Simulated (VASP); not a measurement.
Input of a VASP 6.6.1 run:

Contents of INCAR:

```
SYSTEM = PbS
ALGO = Normal
EDIFF = 1E-6
ENCUT = 500
GGA = PE
GGA_COMPAT = .False.
ISIF = 2
ISMEAR = -1
LASPH = .True.
LCHARG = .True.
LELF = .True.
LREAL = .False.
LVHAR = .True.
LWAVE = .False.
NBANDS = 17
NELM = 120
PREC = Accurate
SIGMA = 0.1
```

KPOINTS

```
k-points
0
Gamma
  6 6 6
  0 0 0
```

POSCAR

```
PbS
1.0
    0.0000000000      3.0034972889      3.0034972889
    3.0034972889      0.0000000000      3.0034972889
    3.0034972889      3.0034972889      0.0000000000
Pb S
1 1
Direct
    0.0000000000      0.0000000000      0.0000000000
    0.5000000000      0.5000000000      0.5000000000
```

Potentials or basis: VASP PAW PBE potentials, release 64 (Pb_d, S).

Launch:

```sh
$ cat potpaw_PBE.64/Pb_d/POTCAR potpaw_PBE.64/S/POTCAR > POTCAR
$ mpirun -np 1 vasp_std > vasp.out
```

Problem. Predict the band gap on the k mesh.

Solution. 0.50 eV.

Problem. Predict the pressure.

Solution. -0.1 GPa.

Caveat: spin-orbit coupling is left out, which moves the levels of the heavy elements. A k mesh can miss the band edges.
